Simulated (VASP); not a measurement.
Here is a VASP 6.6.1 calculation.

INCAR

```
PREC     = Accurate       # precision mode
ENCUT    = 520            # plane-wave cutoff, eV
EDIFF    = 1E-6           # SCF threshold, eV
ISMEAR   = 0              # smearing method
SIGMA    = 0.15           # smearing width, eV
LREAL    = False          # projectors in reciprocal space
LASPH    = True           # aspherical terms in the spheres
NELM     = 60             # most SCF steps
ALGO     = Fast           # electronic algorithm
ISIF     = 2              # what is computed and relaxed
LWAVE    = False          # write WAVECAR
LCHARG   = False          # write CHGCAR
GGA      = PE             # functional
IVDW     = 12             # dispersion correction
NBANDS   = 14             # bands
```

KPOINTS

```
regular mesh
0
Gamma
  18 18 4
```

The input POSCAR:

```
Al
1.0
    2.7392771904      0.0000000000      0.0000000000
   -1.3696385952      2.3722836349      0.0000000000
    0.0000000000      0.0000000000      9.2410470711
Al
4
Direct
   -0.2156748145      0.0000000000      0.0000000000
    0.3333333333      0.6666666667      0.2500000000
    0.2156748145      0.0000000000      0.5000000000
    0.6666666667      0.3333333333      0.7500000000
```

Potentials or basis: VASP PAW PBE potentials, release 64 (Al).

Command:

```sh
$ cat potpaw_PBE.64/Al/POTCAR > POTCAR
$ mpirun -np 1 vasp_std > vasp.out
```

(1) What does it give for the largest force?

(2) What does it give for the pressure?

## Answers

(1) 0.551 eV/Å.

(2) 8.4 GPa.

Caveat: the cell differs from its parent crystal (atoms displaced along a vibrational mode, the cell strained); the cell stands under pressure.
